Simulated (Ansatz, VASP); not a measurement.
**ZrO2: VASP beside Ansatz**

INCAR

```
SYSTEM = ZrO2
ALGO     = Normal         ! electronic algorithm
EDIFF    = 1E-6           ! SCF threshold, eV
ENCUT    = 600            ! plane-wave cutoff, eV
GGA      = PE             ! functional
GGA_COMPAT= .FALSE.      
ISIF     = 2              ! what is computed and relaxed
ISMEAR   = 0              ! smearing method
LASPH    = .TRUE.         ! aspherical terms in the spheres
LCHARG   = .TRUE.         ! write CHGCAR
LMAXMIX  = 4              ! l up to which the mixer works
LNONCOLLINEAR= .TRUE.         ! non-collinear magnetism
LORBIT   = 11             ! projections on sites
LORBMOM  = .TRUE.       
LREAL    = .FALSE.        ! projectors in reciprocal space
LSORBIT  = .TRUE.         ! spin-orbit coupling
LVHAR    = .TRUE.       
LWAVE    = .FALSE.        ! write WAVECAR
MAGMOM   = 0 0 0 0 0 0 0 0 0 ! initial moments
NBANDS   = 37             ! bands
NELM     = 200            ! most SCF steps
PREC     = Accurate       ! precision mode
SIGMA    = 0.01           ! smearing width, eV
```

The input KPOINTS:

```
k-points
0
G
  6 6 6
  0 0 0
```

POSCAR

```
ZrO2
1.0
    3.5850310000      0.0000000000      0.0000000000
    1.7925155000      3.1047279194      0.0000000000
    1.7925155000      1.0349093065      2.9271655540
Zr O
1 2
Direct
    0.0000000000      0.0000000000      0.0000000000
    0.2500000000      0.2500000000      0.2500000000
    0.7500000000      0.7500000000      0.7500000000
```

Input for Ansatz:

```yaml
crystal:
  lattice:
    - [3.585031, 0.0, 0.0]
    - [1.7925155000000004, 3.1047279193547297, 0.0]
    - [1.7925155000000004, 1.0349093064515766, 2.927165554019906]
  atoms:
    - { symbol: Zr, position: [0.0, 0.0, 0.0] }
    - { symbol: O, position: [0.25, 0.25, 0.25] }
    - { symbol: O, position: [0.75, 0.75, 0.75] }
basis:
  ecutwfc: 450.0
kpoints:
  mp_grid:
    grid: [6, 6, 6]
hamiltonian:
  xc: pbe
magnetization:
  noncollinear: true
  spin_orbit: true
scf:
  occupations:
    method: fixed
output:
  eigenvalues: true
```

Alike in both runs: task single point; functional PBE; k mesh 6 × 6 × 6; non-collinear spin, spin-orbit coupling.

|  | VASP | Ansatz |
| --- | --- | --- |
| version | VASP 6.6.1 | Ansatz 0.2.0 |
| potentials or method | VASP PAW PBE potentials, release 64 (Zr_sv, O), cutoff 600 eV | plane waves, PAW |
| occupations | gaussian, width 0.01 eV | fixed |
| valence electrons in the cell | 24 | 24 |

```csv
,VASP,Ansatz,Ansatz less VASP
net moment per atom (μB),0.00,0.00,0.000
```
